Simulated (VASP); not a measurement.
Write the native input for VASP 6.6.1 that does the following.

```yaml
Task: electric field gradients
Functional: PBEsol
Potentials_or_basis: VASP PAW PBE potentials, release 64 (Mg)
Cutoff: 520 eV
k_mesh: 12 × 12 × 7
Occupations: fermi-dirac, width 0.08 eV
Spin: no spin polarisation
Dipole_correction: no
Further_INCAR_settings: ALGO = Normal; EDIFF = 1e-08; NBANDS = 9
```

The structure of Mg lies in POSCAR:

```
Mg
1.0
    3.1985381027      0.0000000000      0.0000000000
   -1.5992690513      2.7700152519      0.0000000000
    0.0000000000      0.0000000000      5.1929040170
Mg
2
Direct
    0.3333333333      0.6666666667      0.2500000000
    0.6666666667      0.3333333333      0.7500000000
```

This cell differs from its parent crystal: volume scaled by 0.99.

One way to write it, as run:

INCAR

```
SYSTEM = Mg
  ALGO = Normal
  EDIFF = 1E-8
  ENCUT = 520
  GGA = PS
  ISIF = 2
  ISMEAR = -1
  LASPH = .TRUE.
  LCHARG = .FALSE.
  LEFG = .TRUE.
  LREAL = .FALSE.
  LWAVE = .FALSE.
  NBANDS = 9
  NELM = 60
  PREC = Accurate
  SIGMA = 0.08
```

KPOINTS

```
k-points
0
G
  12 12 7
  0 0 0
```

Potentials or basis: VASP PAW PBE potentials, release 64 (Mg).

Launch:

```console
$ cat potpaw_PBE.64/Mg/POTCAR > POTCAR
$ mpirun -np 1 vasp_std > vasp.out
```

It gave:

```json
{
 "Pressure": "-0.8 GPa",
 "Band gap on the k mesh": "zero (band 2 reaches 3.58 eV, above the bottom of band 3 at 1.34 eV)"
}
```

Caveat: without QUAD_EFG the Cq values of the log hold for a quadrupole moment of 1 mb, not for the nuclei; the PAW data sets were made with another functional, which shifts forces and pressure a little.

Run time: 10 s on 1 thread of Intel(R) Xeon(R) Platinum 8559C (Emerald Rapids), on a shared host, peak memory 0.17 GiB.
